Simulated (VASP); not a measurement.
Input of a VASP 6.6.1 run:

INCAR

```
SYSTEM = GaCo
PREC     = Accurate       ! precision mode
ENCUT    = 520            ! plane-wave cutoff, eV
EDIFF    = 1E-6           ! SCF threshold, eV
ISMEAR   = 0              ! smearing method
SIGMA    = 0.15           ! smearing width, eV
LREAL    = .False.        ! projectors in reciprocal space
LASPH    = .True.         ! aspherical terms in the spheres
NELM     = 80             ! most SCF steps
ALGO     = Fast           ! electronic algorithm
ISIF     = 2              ! what is computed and relaxed
LWAVE    = .False.        ! write WAVECAR
LCHARG   = .False.        ! write CHGCAR
GGA      = PS             ! functional
NBANDS   = 18             ! bands
```

Contents of KPOINTS:

```
Automatic mesh
0
Gamma
  16 16 16
  0 0 0
```

POSCAR

```
GaCo
1.0
    2.9984240000      0.0000000000      0.0000000000
    0.0000000000      2.9984240000      0.0000000000
    0.0000000000      0.0000000000      2.8831000000
Ga Co
1 1
Direct
    0.5000000000      0.5000000000      0.5000000000
    0.0000000000      0.0000000000      0.0000000000
```

Potentials or basis: VASP PAW PBE potentials, release 64 (Ga_d, Co).

Command:

```sh
$ cat potpaw_PBE.64/Ga_d/POTCAR potpaw_PBE.64/Co/POTCAR > POTCAR
$ mpirun -np 1 vasp_std > vasp.out
```

Task: Predict the pressure.

Result: -17.9 GPa.

Task: Estimate the band gap on the k mesh.

Result: Zero (bands 11 and 12 overlap by 1.38 eV).

Stress tensor (GPa, compression positive):
```
-18.80   0.00   0.00
  0.00 -18.80   0.00
  0.00   0.00 -16.06
```

Caveat: the cell differs from its parent crystal (strain +0.040 along x and y, +0.000 along z); the cell stands under tension; the PAW data sets were made with another functional, which shifts forces and pressure a little; the run has no spin polarisation, though such a crystal can be magnetic. Spin polarisation is off, so any magnetic state and its effect on volume and gap are missing.
